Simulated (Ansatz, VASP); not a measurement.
CdS: VASP beside Ansatz

Contents of INCAR:

```
SYSTEM = CdS
PREC = Accurate
ENCUT = 500
EDIFF = 1E-6
ISMEAR = 0
SIGMA = 0.05
LREAL = .False.
LASPH = .True.
NELM = 120
ALGO = Normal
ISIF = 2
LWAVE = .False.
LCHARG = .False.
GGA = PE
NBANDS = 16
GGA_COMPAT = .False.
```

Contents of KPOINTS:

```
regular mesh
0
Gamma
  6 6 6
  0 0 0
```

The input POSCAR:

```
CdS
1.0
    0.0000000000      2.9824758312      2.9824758312
    2.9824758312      0.0000000000      2.9824758312
    2.9824758312      2.9824758312      0.0000000000
Cd S
1 1
Direct
    0.0000000000      0.0000000000      0.0000000000
    0.2500000000      0.2500000000      0.2500000000
```

Input for Ansatz:

```yaml
crystal:
  lattice:
    - [0.0, 2.9824758312, 2.9824758312]
    - [2.9824758312, 0.0, 2.9824758312]
    - [2.9824758312, 2.9824758312, 0.0]
  atoms:
    - { symbol: Cd, position: [0.0, 0.0, 0.0] }
    - { symbol: S, position: [0.25, 0.25, 0.25] }
basis:
  ecutwfc: 420
kpoints:
  mp_grid: { grid: [6, 6, 6] }
hamiltonian:
  xc: pbe
scf:
  occupations: { method: gaussian, width: 0.05 }
output:
  forces: true
  stress: true
  eigenvalues: true
```

Alike in both runs: task single point; functional PBE; k mesh 6 × 6 × 6; occupations gaussian, width 0.05 eV; no spin polarisation.

|  | VASP | Ansatz |
| --- | --- | --- |
| version | VASP 6.6.1 | Ansatz 0.2.0 |
| potentials or method | VASP PAW PBE potentials, release 64 (Cd, S), cutoff 500 eV | scalar-relativistic, plane waves, PAW |
| valence electrons in the cell | 18 | 26 |

```tsv
	VASP	Ansatz	Ansatz less VASP
gap on the k mesh at the Fermi level (eV)	1.00	1.00	-0.001
least direct gap on the mesh (eV)	1.00	1.00	-0.001
pressure (GPa)	-0.7	-1.0	-0.25
```

VASP's potentials hold 18 valence electrons a cell and Ansatz's 26, so a difference there can come from the potentials and not from the codes.
